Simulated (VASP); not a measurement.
# AlPt: single point with PBEsol

The system is AlPt.

```
CELL_PARAMETERS angstrom
4.74519 0.00000 0.00000
0.00000 4.74519 0.00000
0.00000 0.00000 4.74519
ATOMIC_POSITIONS crystal
Al 0.84403 0.84403 0.84403
Al 0.65597 0.15597 0.34403
Al 0.34403 0.65597 0.15597
Al 0.15597 0.34403 0.65597
Pt 0.15506 0.15506 0.15506
Pt 0.34494 0.84494 0.65506
Pt 0.65506 0.34494 0.84494
Pt 0.84494 0.65506 0.34494
```

```
Program                : VASP 6.6.1
Task                   : single point
Functional             : PBEsol
Potentials or basis    : VASP PAW PBE potentials, release 64 (Al, Pt)
Cutoff                 : 520 eV
k mesh                 : 6 × 6 × 6
Occupations            : gaussian, width 0.1 eV
Spin                   : no spin polarisation
Dipole correction      : no
Further INCAR settings : ALGO = Normal; EDIFF = 1e-07; NBANDS = 36
```

| Item | Value |
| --- | --- |
| Pressure | 18.7 GPa |
| Largest force | 0.089 eV/Å |
| Band gap on the k mesh | zero (band 26 reaches 12.05 eV, above the bottom of band 27 at 10.89 eV) |

Forces on the atoms (eV/Å):
```
Al   0.052  0.052  0.052
Al  -0.052 -0.052  0.052
Al   0.052 -0.052 -0.052
Al  -0.052  0.052 -0.052
Pt  -0.033 -0.033 -0.033
Pt   0.033  0.033 -0.033
Pt  -0.033  0.033  0.033
Pt   0.033 -0.033  0.033
```

Levels at points of the mesh, in eV from the Fermi level:
```tsv
k point	band 24	band 25	band 26	band 27	band 28	band 29
(0.00, 0.00, 0.00)	-1.91	-0.20	-0.20	-0.20	4.51	4.51
(0.50, 0.00, 0.00)	-1.63	-0.76	-0.76	1.39	1.39	3.08
(0.50, 0.50, 0.00)	-2.39	0.33	0.33	1.44	1.44	3.08
(0.50, 0.50, 0.50)	-2.73	-0.83	-0.83	-0.83	-0.83	6.82
```

It took 64 s on 1 thread of Intel(R) Xeon(R) Platinum 8488C (Sapphire Rapids), with other jobs on the host, peak memory 0.24 GiB.

Caveat: the PAW data sets were made with another functional, which shifts forces and pressure a little; spin-orbit coupling is left out, which moves the levels of the heavy elements.
